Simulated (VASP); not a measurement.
A run of VASP 6.6.1:

Contents of INCAR:

```
SYSTEM = PbS
PREC = Accurate
ENCUT = 520
EDIFF = 1E-6
ISMEAR = 0
SIGMA = 0.1
LREAL = .False.
LASPH = .True.
NELM = 100
ALGO = Normal
ISIF = 2
LWAVE = .False.
LCHARG = .False.
GGA = PE
NBANDS = 72
```

The input KPOINTS:

```
regular mesh
0
Gamma
  4 4 1
  0 0 0
```

Contents of POSCAR:

```
PbS
1.0
    3.0176790679     -3.0214100635      0.0000000000
    3.0176790679      3.0214100635      0.0000000000
    0.0000000000      0.0000000000     17.8026292912
Pb S
6 6
Direct
    0.2493869360      0.7506130640      0.5833371941
    0.7506130640      0.2493869360      0.4166628059
    0.2512228817      0.7487771183      0.2500000000
    0.7506130640      0.2493869360      0.0833371941
    0.2493869360      0.7506130640      0.9166628059
    0.7487771183      0.2512228817      0.7500000000
    0.7500597558      0.2499402442      0.5833295566
    0.2499402442      0.7500597558      0.4166704434
    0.7498177132      0.2501822868      0.2500000000
    0.2499402442      0.7500597558      0.0833295566
    0.7500597558      0.2499402442      0.9166704434
    0.2501822868      0.7498177132      0.7500000000
```

Potentials or basis: VASP PAW PBE potentials, release 64 (Pb_d, S).

The run is started by

```bash
$ cat potpaw_PBE.64/Pb_d/POTCAR potpaw_PBE.64/S/POTCAR > POTCAR
$ mpirun -np 1 vasp_std > vasp.out
```

Hardware: 1 thread of Intel(R) Xeon(R) 6975P-C (Granite Rapids), on a shared host.

Question: Estimate the wall time of this run.

Answer: Wall time 99 s on 1 thread of Intel(R) Xeon(R) 6975P-C (Granite Rapids), with other jobs on the host, peak memory 0.43 GiB. Counts: scf iterations 13, k points 7.
